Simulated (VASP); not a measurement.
Set up this calculation in VASP 6.6.1, as the native input.

```
Task                   : single point
Functional             : PBEsol
Potentials or basis    : VASP PAW PBE potentials, release 64 (Ga_d, N)
Cutoff                 : 520 eV
k mesh                 : 12 × 12 × 6
Occupations            : gaussian, width 0.01 eV
Spin                   : no spin polarisation
Dipole correction      : no
Further INCAR settings : ALGO = Normal; EDIFF = 1e-07; NBANDS = 26
```

The structure of GaN lies in POSCAR:

```
GaN
1.0
    3.1825784905      0.0000000000      0.0000000000
   -1.5912892453      2.7561938223      0.0000000000
    0.0000000000      0.0000000000      5.1854260748
Ga N
2 2
Direct
    0.3333333333      0.6666666667     -0.0008058932
    0.6666666667      0.3333333333      0.4991941068
    0.3333333333      0.6666666667      0.3758058932
    0.6666666667      0.3333333333      0.8758058932
```

The input as run:

INCAR

```
SYSTEM = GaN
  PREC = Accurate
  ENCUT = 520
  EDIFF = 1E-7
  ISMEAR = 0
  SIGMA = 0.01
  LREAL = .False.
  LASPH = .True.
  NELM = 100
  ALGO = Normal
  ISIF = 2
  LWAVE = .False.
  LCHARG = .True.
  GGA = PS
  LELF = .True.
  LVHAR = .True.
  NBANDS = 26
```

KPOINTS

```
regular mesh
0
Gamma
  12 12 6
  0 0 0
```

Potentials or basis: VASP PAW PBE potentials, release 64 (Ga_d, N).

The run is started by

```bash
$ cat potpaw_PBE.64/Ga_d/POTCAR potpaw_PBE.64/N/POTCAR > POTCAR
$ mpirun -np 1 vasp_std > vasp.out
```

Results of the run:

```json
{
  "Pressure": "-0.2 GPa",
  "Band gap on the k mesh": "1.89 eV"
}
```

Caveat: the PAW data sets were made with another functional, which shifts forces and pressure a little.

Run time: 110 s on 1 thread of Intel Xeon 8259CL, on a shared host, peak memory 0.21 GiB.
